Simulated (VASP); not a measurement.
# AlNi in VASP: a series of runs

The runs below take AlNi through single point, with r2SCAN.

Program: VASP 6.6.1. These are calculated values, not measurements. Logs are shortened: lines on timing, memory, paths and dates and some standing lists are left out, and cuts for length are marked.

### Step 1. The cell of the first run

The typed cell holds 2 atoms: a = 2.774 Å, b = 2.774 Å, c = 2.784 Å, α = 90.00°, β = 90.00°, γ = 89.99°.

### Step 2. Single point, r2SCAN (strain -0.030 along x and y, -0.030 along z)

Contents of POSCAR:

```
AlNi
1.0
    1.9617159295     -1.9615022922      0.0000000000
    1.9617159295      1.9615022922      0.0000000000
    0.0000000000      0.0000000000      2.7839168117
Al Ni
1 1
Direct
    0.0000000000      0.0000000000      0.0000000000
    0.5000000000      0.5000000000      0.5000000000
```

Contents of INCAR.step1:

```
SYSTEM = AlNi
ALGO     = Normal         ! electronic algorithm
EDIFF    = 1E-4           ! SCF threshold, eV
ENCUT    = 520            ! plane-wave cutoff, eV
GGA      = PE             ! functional
ISMEAR   = 0              ! smearing method
LASPH    = .TRUE.         ! aspherical terms in the spheres
LCHARG   = .FALSE.        ! write CHGCAR
LREAL    = .FALSE.        ! projectors in reciprocal space
LWAVE    = .TRUE.         ! write WAVECAR
NBANDS   = 14             ! bands
NELM     = 100            ! most SCF steps
PREC     = Accurate       ! precision mode
SIGMA    = 0.15           ! smearing width, eV
```

Contents of INCAR.step2:

```
SYSTEM = AlNi
ALGO     = Normal         ! electronic algorithm
EDIFF    = 1E-6           ! SCF threshold, eV
ENCUT    = 520            ! plane-wave cutoff, eV
ISIF     = 2              ! what is computed and relaxed
ISMEAR   = 0              ! smearing method
ISTART   = 1            
LASPH    = .TRUE.         ! aspherical terms in the spheres
LCHARG   = .FALSE.        ! write CHGCAR
LMIXTAU  = .TRUE.       
LREAL    = .FALSE.        ! projectors in reciprocal space
LWAVE    = .FALSE.        ! write WAVECAR
METAGGA  = R2SCAN         ! meta-GGA
NBANDS   = 14             ! bands
NELM     = 100            ! most SCF steps
PREC     = Accurate       ! precision mode
SIGMA    = 0.15           ! smearing width, eV
```

Contents of KPOINTS:

```
k-points
0
G
  20 20 20
  0 0 0
```

Potentials or basis: VASP PAW PBE potentials, release 64 (Al, Ni).

On the command line:

```sh
$ cat potpaw_PBE.64/Al/POTCAR potpaw_PBE.64/Ni/POTCAR > POTCAR
$ cp INCAR.step1 INCAR
$ mpirun -np 1 vasp_std > vasp.out
$ cp INCAR.step2 INCAR
$ mpirun -np 1 vasp_std > vasp.out
```

OUTCAR:

```text
SYSTEM = AlNi
   EDIFF = 1E-6
   ENCUT = 520
   ISIF = 2
   ISMEAR = 0
   ISTART = 1
   LASPH = .TRUE.
   LREAL = .FALSE.
   METAGGA = R2SCAN
   NELM = 100
   PREC = Accurate

 ion  position               nearest neighbor table
   1  0.000  0.000  0.000-   2 2.41   2 2.41   2 2.41   2 2.41   2 2.41   2 2.41   2 2.41   2 2.41

   2  0.500  0.500  0.500-   1 2.41   1 2.41   1 2.41   1 2.41   1 2.41   1 2.41   1 2.41   1 2.41

  LATTYP: Found a base centered orthorhombic cell.
 ALAT       =     3.9230045844
 B/A-ratio  =     1.0001089151
 C/A-ratio  =     0.7096389392

  Lattice vectors:

 A1 = (  -1.9617159295,  -1.9615022922,   0.0000000000)
 A2 = (   1.9617159295,  -1.9615022922,   0.0000000000)
 A3 = (   0.0000000000,   0.0000000000,   2.7839168117)

Analysis of symmetry for initial positions (statically):
=====================================================================
 Subroutine PRICEL returns:
 Original cell was already a primitive cell.

 Routine SETGRP: Setting up the symmetry group for a
 base centered orthorhombic supercell.

 Subroutine GETGRP returns: Found  8 space group operations
 (whereof  8 operations were pure point group operations)
 out of a pool of  8 trial point group operations.

The static configuration has the point symmetry D_2h.

Analysis of symmetry for dynamics (positions and initial velocities):
=====================================================================
 Subroutine PRICEL returns:
 Original cell was already a primitive cell.

 Routine SETGRP: Setting up the symmetry group for a
 base centered orthorhombic supercell.

 Subroutine GETGRP returns: Found  8 space group operations
 (whereof  8 operations were pure point group operations)
 out of a pool of  8 trial point group operations.

The dynamic configuration has the point symmetry D_2h.

 Subroutine INISYM returns: Found  8 space group operations
 (whereof  8 operations are pure point group operations),
 and found     1 'primitive' translations

----------------------------------------------------------------------------------------

                                     Primitive cell

  volume of cell :      21.4245

  direct lattice vectors                    reciprocal lattice vectors
     1.961715929 -1.961502292  0.000000000     0.254878901 -0.254906661  0.000000000
     1.961715929  1.961502292  0.000000000     0.254878901  0.254906661  0.000000000
     0.000000000  0.000000000  2.783916812     0.000000000  0.000000000  0.359206136

  length of vectors
     2.774134213  2.774134213  2.783916812     0.360472828  0.360472828  0.359206136

  position of ions in fractional coordinates (direct lattice)
     0.000000000  0.000000000  0.000000000
     0.500000000  0.500000000  0.500000000

  ion indices of the primitive-cell ions
   primitive index   ion index
                 1           1
                 2           2

----------------------------------------------------------------------------------------

 KPOINTS: k-points

Automatic generation of k-mesh.
 Grid dimensions read from file:
 generate k-points for:   20   20   20

 Generating k-lattice:

  Cartesian coordinates                     Fractional coordinates (reciprocal lattice)
     0.012743945 -0.012745333  0.000000000     0.050000000  0.000000000  0.000000000
     0.012743945  0.012745333  0.000000000     0.000000000  0.050000000  0.000000000
     0.000000000  0.000000000  0.017960307     0.000000000  0.000000000  0.050000000

  Length of vectors
     0.018023641  0.018023641  0.017960307

  Shift w.r.t. Gamma in fractional coordinates (k-lattice)
     0.000000000  0.000000000  0.000000000

 Subroutine IBZKPT returns following result:
 ===========================================

 Found   1221 irreducible k-points:

 Following reciprocal coordinates:
            Coordinates               Weight
  0.000000  0.000000  0.000000      1.000000
  0.050000  0.000000  0.000000      4.000000
  0.100000  0.000000  0.000000      4.000000
  0.150000  0.000000  0.000000      4.000000
[... 47 lines left out ...]
 fundamental gap:      0.0018669106
 Fermi energy:        11.4057170033

 k-point     1 :       0.0000    0.0000    0.0000
  band No.  band energies     occupation
      1      -1.1592      2.00000
      2       7.4707      2.00000
      3       7.4760      2.00000
      4       9.5472      2.00000
      5       9.5475      2.00000
      6       9.5569      2.00000
      7      17.7204      0.00000
      8      17.8655      0.00000
      9      17.8662      0.00000
     10      20.1638      0.00000
     11      20.1967      0.00000
     12      28.5983      0.00000
     13      34.7791      0.00000
     14      34.7865      0.00000

 k-point     2 :       0.0500    0.0000    0.0000
  band No.  band energies     occupation
      1      -1.1067      2.00000
      2       7.4717      2.00000
      3       7.4863      2.00000
      4       9.5229      2.00000
      5       9.5328      2.00000
      6       9.5500      2.00000
      7      17.1788      0.00000
      8      17.7895      0.00000
      9      17.9344      0.00000
     10      20.1717      0.00000
     11      20.8430      0.00000
     12      28.7589      0.00000
     13      34.1038      0.00000
     14      34.2046      0.00000

 k-point     3 :       0.1000    0.0000    0.0000
  band No.  band energies     occupation
      1      -0.9496      2.00000
      2       7.4583      2.00000
      3       7.5266      2.00000
      4       9.4531      2.00000
      5       9.4643      2.00000
      6       9.5577      2.00000
      7      15.9504      0.00000
      8      17.9930      0.00000
      9      18.1366      0.00000
     10      20.1719      0.00000
     11      21.9652      0.00000
     12      29.2513      0.00000
     13      32.8577      0.00000
     14      32.9661      0.00000
[... 324 lines left out ...]
 k-point    23 :      -0.4000    0.0500    0.0000
  band No.  band energies     occupation
      1       2.0860      2.00000
      2       5.3778      2.00000
      3       8.0299      2.00000
      4       8.7726      2.00000
      5       8.7736      2.00000
      6       9.6241      2.00000
      7      10.9055      2.00000
      8      19.7342      0.00000
      9      21.4061      0.00000
     10      21.5129      0.00000
     11      25.2764      0.00000
     12      25.5438      0.00000
     13      27.3136      0.00000
     14      29.1540      0.00000

 k-point    24 :      -0.3500    0.0500    0.0000
  band No.  band energies     occupation
      1       1.3703      2.00000
      2       6.1195      2.00000
      3       7.9557      2.00000
      4       8.8524      2.00000
      5       8.8565      2.00000
      6       9.6118      2.00000
      7      11.2158      1.92659
      8      19.4168      0.00000
      9      20.6706      0.00000
     10      21.1906      0.00000
     11      26.1844      0.00000
     12      26.5937      0.00000
     13      26.6014      0.00000
     14      29.7445      0.00000

 [... further k-points ...]

------------------------ aborting loop because EDIFF is reached ----------------------------------------

  FORCE on cell =-STRESS in cart. coord.  units (eV):
  Direction    XX          YY          ZZ          XY          YZ          ZX
  --------------------------------------------------------------------------------------
  -------------------------------------------------------------------------------------
  Total        2.5928735      2.5980275      2.5474941      0.0000000      0.0000000      0.0000000
  in kB      193.9013010    194.2867318    190.5077210      0.0000000      0.0000000      0.0000000
  external PRESSURE =     192.8985846 kB  Pullay stress =       0.0000000 kB

 VOLUME and BASIS-vectors are now :
 -----------------------------------------------------------------------------
  energy-cutoff  :      520.00
  volume of cell :       21.42
      direct lattice vectors                 reciprocal lattice vectors
     1.961715929 -1.961502292  0.000000000     0.254878901 -0.254906661  0.000000000
     1.961715929  1.961502292  0.000000000     0.254878901  0.254906661  0.000000000
     0.000000000  0.000000000  2.783916812     0.000000000  0.000000000  0.359206136

 POSITION                                       TOTAL-FORCE (eV/Angst)
 -----------------------------------------------------------------------------------
      0.00000      0.00000      0.00000        -0.000000      0.000000      0.000000
      1.96172      0.00000      1.39196         0.000000      0.000000      0.000000
 -----------------------------------------------------------------------------------
    total drift:                                0.000000     -0.000000     -0.000000

  FREE ENERGIE OF THE ION-ELECTRON SYSTEM (eV)
  ---------------------------------------------------
  free  energy   TOTEN  =       -19.9595643598 eV

  energy  without entropy=      -19.9508287962  energy(sigma->0) =      -19.95519658
```

Run time: 16 min. Hardware: 1 thread of Intel Xeon Platinum 8259CL at 2.50GHz (Skylake/Cascade Lake), shared host; peak memory 0.47 GiB.

Results:

```
Free energy            : -19.9596 eV
Pressure               : 19.3 GPa
Band gap on the k mesh : zero (an odd number of electrons rules out a gap without spin polarisation)
```

Caveat: the cell differs from its parent crystal (strain -0.030 along x and y, -0.030 along z); the cell stands under pressure; the PAW data sets were made with another functional, which shifts forces and pressure a little. Spin polarisation is off, so any magnetic state and its effect on volume and gap are missing.

### Step 3. Single point, r2SCAN (strain -0.030 along x and y, -0.015 along z)

POSCAR, as its differences from that of step 2:

```diff
@@ -4,3 +4,3 @@
     1.9617159295      1.9615022922      0.0000000000
-    0.0000000000      0.0000000000      2.7839168117
+    0.0000000000      0.0000000000      2.8269670716
 Al Ni
```

Contents of INCAR.step1:

```
SYSTEM = AlNi
  PREC = Accurate
  ENCUT = 520
  ISMEAR = 0
  SIGMA = 0.15
  LREAL = .False.
  LASPH = .True.
  NELM = 80
  NBANDS = 14
  GGA = PE
  ALGO = Normal
  EDIFF = 1E-4
  LWAVE = .True.
  LCHARG = .False.
```

Contents of INCAR.step2:

```
SYSTEM = AlNi
  PREC = Accurate
  ENCUT = 520
  EDIFF = 1E-6
  ISMEAR = 0
  SIGMA = 0.15
  LREAL = .False.
  LASPH = .True.
  NELM = 80
  ALGO = Normal
  ISIF = 2
  LWAVE = .False.
  LCHARG = .False.
  METAGGA = R2SCAN
  LMIXTAU = .True.
  NBANDS = 14
  ISTART = 1
```

Contents of KPOINTS:

```
regular mesh
0
Gamma
  20 20 20
  0 0 0
```

Potentials or basis: VASP PAW PBE potentials, release 64 (Al, Ni).

On the command line:

```sh
$ cat potpaw_PBE.64/Al/POTCAR potpaw_PBE.64/Ni/POTCAR > POTCAR
$ cp INCAR.step1 INCAR
$ mpirun -np 1 vasp_std > vasp.out
$ cp INCAR.step2 INCAR
$ mpirun -np 1 vasp_std > vasp.out
```

Wall time 13 min (1 thread of Intel Xeon Platinum 8259CL at 2.50GHz (Skylake/Cascade Lake), shared host); peak memory 0.47 GiB.

The run converged. Its results:

- Free energy: -19.9940 eV
- Pressure: 15.5 GPa
- Band gap on the k mesh: zero (an odd number of electrons rules out a gap without spin polarisation)

Stress tensor (GPa, compression positive):
```
16.10  0.00  0.00
 0.00 16.13  0.00
 0.00  0.00 14.27
```

Levels at points of the mesh, in eV from the Fermi level:
| k point | band 5 | band 6 | band 7 | band 8 | band 9 | band 10 |
| --- | --- | --- | --- | --- | --- | --- |
| (0.00, 0.00, 0.00) | -1.83 | -1.79 | 5.83 | 6.59 | 6.59 | 8.62 |
| (0.50, 0.00, 0.00) | -2.60 | -1.72 | -0.64 | 8.74 | 10.61 | 11.31 |
| (0.50, 0.50, 0.00) | -2.52 | -2.52 | -1.12 | 1.89 | 3.32 | 14.08 |
| (0.00, 0.00, 0.50) | -2.60 | -1.69 | -0.81 | 8.76 | 11.24 | 11.24 |
| (0.50, 0.00, 0.50) | -2.45 | -2.42 | -1.18 | 1.71 | 3.12 | 14.61 |
| (0.50, 0.50, 0.50) | -1.09 | 1.92 | 1.97 | 1.97 | 5.00 | 5.01 |

Caveat: the cell differs from its parent crystal (strain -0.030 along x and y, -0.015 along z); the cell stands under pressure; the PAW data sets were made with another functional, which shifts forces and pressure a little. Spin polarisation is off, so any magnetic state and its effect on volume and gap are missing.

### Step 4. Single point, r2SCAN (strain -0.030 along x and y, +0.030 along z)

POSCAR, as its differences from that of step 3:

```diff
@@ -4,3 +4,3 @@
     1.9617159295      1.9615022922      0.0000000000
-    0.0000000000      0.0000000000      2.8269670716
+    0.0000000000      0.0000000000      2.9561178515
 Al Ni
```

Contents of INCAR.step1:

```
SYSTEM = AlNi
PREC = Accurate
ENCUT = 520
ISMEAR = 0
SIGMA = 0.15
LREAL = .FALSE.
LASPH = .TRUE.
NELM = 100
NBANDS = 14
GGA = PE
ALGO = Normal
EDIFF = 1E-4
LWAVE = .TRUE.
LCHARG = .FALSE.
```

Contents of INCAR.step2:

```
SYSTEM = AlNi
PREC = Accurate
ENCUT = 520
EDIFF = 1E-6
ISMEAR = 0
SIGMA = 0.15
LREAL = .FALSE.
LASPH = .TRUE.
NELM = 100
ALGO = Normal
ISIF = 2
LWAVE = .FALSE.
LCHARG = .FALSE.
METAGGA = R2SCAN
LMIXTAU = .TRUE.
NBANDS = 14
ISTART = 1
```

Contents of KPOINTS:

```
Automatic mesh
0
G
  20 20 20
  0 0 0
```

On the command line:

```sh
$ cat potpaw_PBE.64/Al/POTCAR potpaw_PBE.64/Ni/POTCAR > POTCAR
$ cp INCAR.step1 INCAR
$ mpirun -np 1 vasp_std > vasp.out
$ cp INCAR.step2 INCAR
$ mpirun -np 1 vasp_std > vasp.out
```

Run time: 38 min. Hardware: 1 thread of Oxide Virtual Turin-like, shared host; peak memory 0.46 GiB.

The run converged. Its results:

| Quantity | Value |
| --- | --- |
| Free energy | -20.0451 eV |
| Pressure | 5.9 GPa |
| Band gap on the k mesh | zero (an odd number of electrons rules out a gap without spin polarisation) |

Stress tensor (GPa, compression positive):
```
7.45 0.00 0.00
0.00 7.48 0.00
0.00 0.00 2.72
```

Levels at points of the mesh, in eV from the Fermi level:
```tsv
k point	band 3	band 4	band 5	band 6	band 7	band 8	band 9	band 10	band 11	band 12
(0.00, 0.00, 0.00)	-3.56	-1.76	-1.76	-1.61	4.51	6.97	6.97	8.11	8.84	16.14
(0.50, 0.00, 0.00)	-3.03	-2.75	-2.38	-1.65	-0.50	8.59	9.41	11.06	11.68	13.09
(0.50, 0.50, 0.00)	-2.92	-2.92	-2.51	-2.51	-0.98	2.08	3.36	12.79	15.29	15.30
(0.00, 0.00, 0.50)	-3.12	-2.36	-2.36	-1.55	-1.03	8.74	11.44	11.44	12.37	12.37
(0.50, 0.00, 0.50)	-3.56	-3.23	-2.27	-2.18	-1.19	1.52	2.73	14.50	16.40	17.09
(0.50, 0.50, 0.50)	-4.54	-1.18	-0.96	1.89	2.07	2.07	4.62	4.62	4.96	5.31
```

Caveat: the cell differs from its parent crystal (strain -0.030 along x and y, +0.030 along z); the cell stands under pressure; the PAW data sets were made with another functional, which shifts forces and pressure a little. Spin polarisation is off, so any magnetic state and its effect on volume and gap are missing.

### Step 5. Single point, r2SCAN (strain +0.000 along x and y, -0.030 along z)

Contents of POSCAR:

```
AlNi
1.0
    2.0223875562     -2.0221673115      0.0000000000
    2.0223875562      2.0221673115      0.0000000000
    0.0000000000      0.0000000000      2.7839168117
Al Ni
1 1
Direct
    0.0000000000      0.0000000000      0.0000000000
    0.5000000000      0.5000000000      0.5000000000
```

Contents of INCAR.step1:

```
PREC = Accurate
ENCUT = 520
ISMEAR = 0
SIGMA = 0.15
LREAL = F
LASPH = T
NELM = 100
NBANDS = 14
GGA = PE
ALGO = Normal
EDIFF = 1E-4
LWAVE = T
LCHARG = F
```

Contents of INCAR.step2:

```
PREC = Accurate
ENCUT = 520
EDIFF = 1E-7
ISMEAR = 0
SIGMA = 0.15
LREAL = F
LASPH = T
NELM = 100
ALGO = Normal
ISIF = 2
LWAVE = F
LCHARG = T
METAGGA = R2SCAN
LMIXTAU = T
LELF = T
LVHAR = T
NBANDS = 14
ISTART = 1
```

Contents of KPOINTS:

```
regular mesh
0
Gamma
  20 20 20
```

On the command line:

```sh
$ cat potpaw_PBE.64/Al/POTCAR potpaw_PBE.64/Ni/POTCAR > POTCAR
$ cp INCAR.step1 INCAR
$ mpirun -np 1 vasp_std > vasp.out
$ cp INCAR.step2 INCAR
$ mpirun -np 1 vasp_std > vasp.out
```

It took 34 min on 1 thread of Oxide Virtual Turin-like, shared host; peak memory 0.46 GiB.

The run converged. Its results:

- Free energy: -20.0578 eV
- Pressure: 5.5 GPa
- Band gap on the k mesh: zero (an odd number of electrons rules out a gap without spin polarisation)

Stress tensor (GPa, compression positive):
```
4.62 0.00 0.00
0.00 4.66 0.00
0.00 0.00 7.27
```

Levels at points of the mesh, in eV from the Fermi level:
```
           k point  band 5  band 6  band 7  band 8  band 9  band 10
(0.00, 0.00, 0.00)   -1.69   -1.69    5.76    5.77    6.84     8.44
(0.50, 0.00, 0.00)   -2.38   -1.60   -0.75    8.69   10.45    11.45
(0.50, 0.50, 0.00)   -2.23   -2.23   -1.14    1.50    2.78    14.38
(0.00, 0.00, 0.50)   -2.54   -1.64   -0.52    8.71   10.56    10.56
(0.50, 0.00, 0.50)   -2.37   -2.33   -1.07    1.78    3.04    13.63
(0.50, 0.50, 0.50)   -1.02    1.98    1.98    2.04    4.66     4.94
```

Caveat: the cell differs from its parent crystal (strain +0.000 along x and y, -0.030 along z); the cell stands under pressure; the PAW data sets were made with another functional, which shifts forces and pressure a little. Spin polarisation is off, so any magnetic state and its effect on volume and gap are missing.

### Step 6. The runs side by side

| cell | gap on the mesh (eV) | pressure (GPa) |
| --- | --- | --- |
| a = 2.774, b = 2.774, c = 2.784 Å, 2 atoms | none | 19.3 |
| a = 2.774, b = 2.774, c = 2.827 Å, 2 atoms | none | 15.5 |
| a = 2.774, b = 2.774, c = 2.956 Å, 2 atoms | none | 5.9 |
| a = 2.860, b = 2.860, c = 2.784 Å, 2 atoms | none | 5.5 |

Alike in all rows: task single point; level r2SCAN; potentials or basis VASP PAW PBE potentials, release 64 (Al, Ni); no spin polarisation; k mesh 20 × 20 × 20; cutoff (eV) 520; smearing gaussian 0.15 eV.

Caveats: the cell stands under pressure; the PAW data sets were made with another functional, which shifts forces and pressure a little.

Total energies depend on the potentials used, so only differences within one code and one set of settings carry meaning.
